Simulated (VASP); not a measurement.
# NiO (P1) in VASP: single point with PBE+U

Aim: the single point of NiO with PBE+U.

Everything below comes from runs of VASP 6.6.1. Logs are shortened: lines on timing, memory, paths and dates and some standing lists are left out, and cuts for length are marked.

## (1) The cell of the first run

The typed cell holds 4 atoms: a = 5.124 Å, b = 5.124 Å, c = 5.124 Å, α = 33.56°, β = 33.56°, γ = 33.56°.

## (2) Single point, PBE+U, collinear spin, antiferromagnetic start

INCAR reads:

```
SYSTEM = NiO
PREC = Accurate ; ENCUT = 600
EDIFF = 1E-6 ; ISMEAR = -1
SIGMA = 0.1 ; LREAL = .False.
LASPH = .True. ; NELM = 200
ALGO = Normal ; ISIF = 2
LWAVE = .False. ; LCHARG = .False.
ISPIN = 2 ; MAGMOM = 1.69 -1.71 0.02 -0.04
LORBIT = 11 ; LMAXMIX = 4
LDAU = .True. ; LDAUTYPE = 2
LDAUL = 2 -1 ; LDAUU = 3 0
LDAUJ = 0 0 ; LDAUPRINT = 1
GGA = PE ; NBANDS = 28
GGA_COMPAT = .False.
```

KPOINTS reads:

```
regular mesh
0
Gamma
  3 3 3
  0 0 0
```

POSCAR reads:

```
NiO
1.0
    4.1840000000      2.0920000000      2.0920000000
    2.0920000000      4.1840000000      2.0920000000
    2.0920000000      2.0920000000      4.1840000000
Ni O
2 2
Direct
    0.0000000000      0.0000000000      0.0000000000
    0.5000000000      0.5000000000      0.5000000000
    0.2831000000      0.2357000000      0.2667000000
    0.7489000000      0.7487000000      0.7522000000
```

Potentials or basis: VASP PAW PBE potentials, release 64 (Ni, O).

On the command line:

```bash
$ cat potpaw_PBE.64/Ni/POTCAR potpaw_PBE.64/O/POTCAR > POTCAR
$ mpirun -np 1 vasp_std > vasp.out
```

OUTCAR:

```text
SYSTEM = NiO
   PREC = Accurate
   ENCUT = 600
   EDIFF = 1E-6
   ISMEAR = -1
   LREAL = .False.
   LASPH = .True.
   NELM = 200
   ISIF = 2
   ISPIN = 2
   LORBIT = 11
   GGA = PE

 ion  position               nearest neighbor table
   1  0.000  0.000  0.000-   3 1.95   3 1.99   3 2.06   4 2.09   4 2.09   4 2.10   2 2.96   2 2.96
                             2 2.96   2 2.96   2 2.96   2 2.96
   2  0.500  0.500  0.500-   4 2.09   4 2.09   4 2.10   3 2.14   3 2.21   3 2.24   1 2.96   1 2.96
                             1 2.96   1 2.96   1 2.96   1 2.96
   3  0.283  0.236  0.267-   1 1.95   1 1.99   1 2.06   2 2.14   2 2.21   2 2.24
   4  0.749  0.749  0.752-   2 2.09   1 2.09   1 2.09   2 2.09   2 2.10   1 2.10

  LATTYP: Found a trigonal (rhomboedric) cell.
 ALAT       =     5.1243325419
 COS(alpha) =     0.8333333333

  Lattice vectors:

 A1 = (   4.1840000000,   2.0920000000,   2.0920000000)
 A2 = (   2.0920000000,   4.1840000000,   2.0920000000)
 A3 = (   2.0920000000,   2.0920000000,   4.1840000000)

Analysis of symmetry for initial positions (statically):
=====================================================================
 Subroutine PRICEL returns:
 Original cell was already a primitive cell.

 Routine SETGRP: Setting up the symmetry group for a
 trigonal (rhombohedral) supercell.

 Subroutine GETGRP returns: Found  1 space group operations
 (whereof  1 operations were pure point group operations)
 out of a pool of 12 trial point group operations.

The static configuration has the point symmetry C_1 .

Analysis of symmetry for dynamics (positions and initial velocities):
=====================================================================
 Subroutine PRICEL returns:
 Original cell was already a primitive cell.

 Routine SETGRP: Setting up the symmetry group for a
 trigonal (rhombohedral) supercell.

 Subroutine GETGRP returns: Found  1 space group operations
 (whereof  1 operations were pure point group operations)
 out of a pool of 12 trial point group operations.

The dynamic configuration has the point symmetry C_1 .

Analysis of structural, dynamic, and magnetic symmetry:
=====================================================================
 Subroutine PRICEL returns:
 Original cell was already a primitive cell.

 Routine SETGRP: Setting up the symmetry group for a
 trigonal (rhombohedral) supercell.

 Subroutine GETGRP returns: Found  1 space group operations
 (whereof  1 operations were pure point group operations)
 out of a pool of 12 trial point group operations.

The overall configuration has the point symmetry C_1 .

 Subroutine INISYM returns: Found  1 space group operations
 (whereof  1 operations are pure point group operations),
 and found     1 'primitive' translations

----------------------------------------------------------------------------------------

                                     Primitive cell

  volume of cell :      36.6223

  direct lattice vectors                    reciprocal lattice vectors
     4.184000000  2.092000000  2.092000000     0.358508604 -0.119502868 -0.119502868
     2.092000000  4.184000000  2.092000000    -0.119502868  0.358508604 -0.119502868
     2.092000000  2.092000000  4.184000000    -0.119502868 -0.119502868  0.358508604

  length of vectors
     5.124332542  5.124332542  5.124332542     0.396346175  0.396346175  0.396346175

  position of ions in fractional coordinates (direct lattice)
     0.000000000  0.000000000  0.000000000
     0.500000000  0.500000000  0.500000000
     0.283100000  0.235700000  0.266700000
     0.748900000  0.748700000  0.752200000

  ion indices of the primitive-cell ions
   primitive index   ion index
                 1           1
                 2           2
[... 133 lines left out ...]
  o =  0.9710  v =  0.0000  0.0000  0.0000  0.0000  0.0000 -0.7205  0.1451  0.0252  0.6773  0.0237      0.0000  0.0000  0.0000  0.0000  0.0000  0.0000  0.0000  0.0000  0.0000  0.0000
  o =  0.9735  v = -0.5149 -0.8124  0.0053 -0.2733  0.0164  0.0000  0.0000  0.0000  0.0000  0.0000      0.0000  0.0000  0.0000  0.0000  0.0000  0.0000  0.0000  0.0000  0.0000  0.0000
  o =  0.9749  v =  0.8178 -0.5612 -0.0107  0.1272 -0.0032  0.0000  0.0000  0.0000  0.0000  0.0000      0.0000  0.0000  0.0000  0.0000  0.0000  0.0000  0.0000  0.0000  0.0000  0.0000
  o =  0.9755  v =  0.2558  0.1576 -0.0285 -0.9528 -0.0317  0.0000  0.0000  0.0000  0.0000  0.0000      0.0000  0.0000  0.0000  0.0000  0.0000  0.0000  0.0000  0.0000  0.0000  0.0000
  o =  1.0097  v =  0.0268  0.0141  0.6701 -0.0352  0.7409  0.0000  0.0000  0.0000  0.0000  0.0000      0.0000  0.0000  0.0000  0.0000  0.0000  0.0000  0.0000  0.0000  0.0000  0.0000
  o =  1.0132  v = -0.0010  0.0090 -0.7417  0.0011  0.6707  0.0000  0.0000  0.0000  0.0000  0.0000      0.0000  0.0000  0.0000  0.0000  0.0000  0.0000  0.0000  0.0000  0.0000  0.0000

atom =   2  type =  1  l = 2

 onsite density matrix

spin component  1

  0.9671  0.0000  0.0058  0.0003  0.0155
  0.0000  0.9678  0.0055  0.0003  0.0083
  0.0058  0.0055  0.2184 -0.0085  0.0036
  0.0003  0.0003 -0.0085  0.9666 -0.0017
  0.0155  0.0083  0.0036 -0.0017  0.2190

spin component  2

  0.9713  0.0001 -0.0008  0.0000 -0.0005
  0.0001  0.9717  0.0000  0.0001 -0.0007
 -0.0008  0.0000  1.0038  0.0006  0.0013
  0.0000  0.0001  0.0006  0.9709  0.0006
 -0.0005 -0.0007  0.0013  0.0006  1.0039

 occupancies and eigenvectors

  o =  0.2150  v = -0.0085 -0.0022 -0.7274 -0.0067  0.6861  0.0000  0.0000  0.0000  0.0000  0.0000      0.0000  0.0000  0.0000  0.0000  0.0000  0.0000  0.0000  0.0000  0.0000  0.0000
  o =  0.2218  v =  0.0205  0.0132 -0.6860 -0.0095 -0.7271  0.0000  0.0000  0.0000  0.0000  0.0000      0.0000  0.0000  0.0000  0.0000  0.0000  0.0000  0.0000  0.0000  0.0000  0.0000
  o =  0.9666  v = -0.1381 -0.1313 -0.0133  0.9816 -0.0066  0.0000  0.0000  0.0000  0.0000  0.0000      0.0000  0.0000  0.0000  0.0000  0.0000  0.0000  0.0000  0.0000  0.0000  0.0000
  o =  0.9674  v =  0.8943 -0.4423  0.0030  0.0668  0.0134  0.0000  0.0000  0.0000  0.0000  0.0000      0.0000  0.0000  0.0000  0.0000  0.0000  0.0000  0.0000  0.0000  0.0000  0.0000
  o =  0.9681  v =  0.4251  0.8871  0.0079  0.1787  0.0182  0.0000  0.0000  0.0000  0.0000  0.0000      0.0000  0.0000  0.0000  0.0000  0.0000  0.0000  0.0000  0.0000  0.0000  0.0000
  o =  0.9709  v =  0.0000  0.0000  0.0000  0.0000  0.0000  0.0831  0.1044  0.0196 -0.9906  0.0217      0.0000  0.0000  0.0000  0.0000  0.0000  0.0000  0.0000  0.0000  0.0000  0.0000
  o =  0.9712  v =  0.0000  0.0000  0.0000  0.0000  0.0000  0.9523 -0.3004  0.0219  0.0489  0.0075      0.0000  0.0000  0.0000  0.0000  0.0000  0.0000  0.0000  0.0000  0.0000  0.0000
  o =  0.9717  v =  0.0000  0.0000  0.0000  0.0000  0.0000  0.2924  0.9479  0.0031  0.1250  0.0216      0.0000  0.0000  0.0000  0.0000  0.0000  0.0000  0.0000  0.0000  0.0000  0.0000
  o =  1.0025  v =  0.0000  0.0000  0.0000  0.0000  0.0000  0.0064 -0.0152 -0.7238 -0.0003  0.6898      0.0000  0.0000  0.0000  0.0000  0.0000  0.0000  0.0000  0.0000  0.0000  0.0000
  o =  1.0052  v =  0.0000  0.0000  0.0000  0.0000  0.0000 -0.0272 -0.0137  0.6894  0.0258  0.7233      0.0000  0.0000  0.0000  0.0000  0.0000  0.0000  0.0000  0.0000  0.0000  0.0000

 number of electron      32.0000001 magnetization      -0.0000168

 Free energy of the ion-electron system (eV)
  ---------------------------------------------------
  ext. energy  EPLUGINS =         0.00000000
  ---------------------------------------------------
  free energy    TOTEN  =       -21.54736802 eV

  energy without entropy =      -21.54735632  energy(sigma->0) =      -21.54736217

 E-fermi :   7.8620     XC(G=0): -12.6173

 val. band max:        6.8432949537   @ k =   0.3333   0.3333   0.3333
 cond. band min:       8.9807869360   @ k =  -0.3333   0.3333   0.3333
 fundamental gap:      2.1374919823
 Fermi energy:         7.8620363558

 spin component 1

 k-point     1 :       0.0000    0.0000    0.0000
  band No.  band energies     occupation
      1     -12.1978      1.00000
      2     -10.7382      1.00000
      3      -0.3381      1.00000
      4       1.3427      1.00000
      5       1.4647      1.00000
      6       3.9117      1.00000
[... 423 lines left out ...]
     27      24.6688      0.00000
     28      29.7918      0.00000
 Fermi energy:         7.8620363558

 spin component 2

 k-point     1 :       0.0000    0.0000    0.0000
  band No.  band energies     occupation
      1     -12.1979      1.00000
      2     -10.7480      1.00000
      3      -0.3380      1.00000
      4       1.6551      1.00000
      5       1.6941      1.00000
      6       3.7199      1.00000
[... 423 lines left out ...]
     27      24.7956      0.00000
     28      29.7534      0.00000

------------------------ aborting loop because EDIFF is reached ----------------------------------------

  FORCE on cell =-STRESS in cart. coord.  units (eV):
  Direction    XX          YY          ZZ          XY          YZ          ZX
  --------------------------------------------------------------------------------------
  -------------------------------------------------------------------------------------
  Total        0.9981578      0.1266120      0.5987421     -0.1198354     -0.1213546     -0.1599825
  in kB       43.6681450      5.5391159     26.1942107     -5.2426480     -5.3091120     -6.9990307
  external PRESSURE =      25.1338239 kB  Pullay stress =       0.0000000 kB

 VOLUME and BASIS-vectors are now :
 -----------------------------------------------------------------------------
  energy-cutoff  :      600.00
  volume of cell :       36.62
      direct lattice vectors                 reciprocal lattice vectors
     4.184000000  2.092000000  2.092000000     0.358508604 -0.119502868 -0.119502868
     2.092000000  4.184000000  2.092000000    -0.119502868  0.358508604 -0.119502868
     2.092000000  2.092000000  4.184000000    -0.119502868 -0.119502868  0.358508604

 POSITION                                       TOTAL-FORCE (eV/Angst)
 -----------------------------------------------------------------------------------
      0.00000      0.00000      0.00000         0.711813      0.087064      0.462124
      4.18400      4.18400      4.18400         0.228176      0.084545      0.214899
      2.23551      2.13635      2.20120        -1.385584     -0.646398     -1.090639
      6.27328      6.27286      6.28018         0.445595      0.474790      0.413616
 -----------------------------------------------------------------------------------
    total drift:                                0.000357      0.000070      0.000277

  FREE ENERGIE OF THE ION-ELECTRON SYSTEM (eV)
  ---------------------------------------------------
  free  energy   TOTEN  =       -21.5473680237 eV

  energy  without entropy=      -21.5473563210  energy(sigma->0) =      -21.54736217

 total charge

# of ion       s       p       d       tot
------------------------------------------
    1        0.358   0.466   8.285   9.108
    2        0.315   0.365   8.236   8.916
    3        1.551   3.453   0.000   5.004
    4        1.551   3.444   0.000   4.995
--------------------------------------------------
tot          3.775   7.727  16.522  28.023

 magnetization (x)

# of ion       s       p       d       tot
------------------------------------------
    1       -0.003  -0.007   1.581   1.570
    2        0.008   0.009  -1.583  -1.566
    3        0.005   0.014   0.000   0.019
    4        0.002  -0.038   0.000  -0.036
--------------------------------------------------
tot          0.011  -0.022  -0.003  -0.013
```

It took 3.7 min on 1 thread of Intel Xeon 8259CL, shared host; peak memory 0.32 GiB.

What came out:

```
Free energy                                           : -21.5474 eV
Pressure                                              : 2.5 GPa
Largest force                                         : 1.878 eV/Å
Band gap on the k mesh                                : 2.14 eV
Net moment                                            : 0.00 μB per cell
Site moments                                          : Ni +1.57, -1.57; O +0.02, -0.04 μB
Valence electrons inside the program's atomic spheres : Ni 9.11, 8.92; O 5.00
```

Forces in eV/Å, atoms in the order of the input:
```
Ni   0.712  0.087  0.462
Ni   0.228  0.085  0.215
O   -1.386 -0.646 -1.091
O    0.446  0.475  0.414
```

Eigenvalues of the final occupation matrices:
| site | spin | trace | eigenvalues |
| --- | --- | --- | --- |
| site 1 d | 1 | 4.95 | 0.97 0.97 0.98 1.01 1.01 |
| site 1 d | 2 | 3.37 | 0.22 0.24 0.97 0.97 0.97 |
| site 2 d | 1 | 3.34 | 0.21 0.22 0.97 0.97 0.97 |
| site 2 d | 2 | 4.92 | 0.97 0.97 0.97 1.00 1.01 |

Caveat: the k points lie up to 0.83 Å⁻¹ apart; an odd mesh through Γ misses points on the zone boundary, where band edges can lie; forces of over 1 eV/Å act on the atoms, so gaps and moduli don't describe the material at rest. The state reached can hang on the start; a lower one may exist.
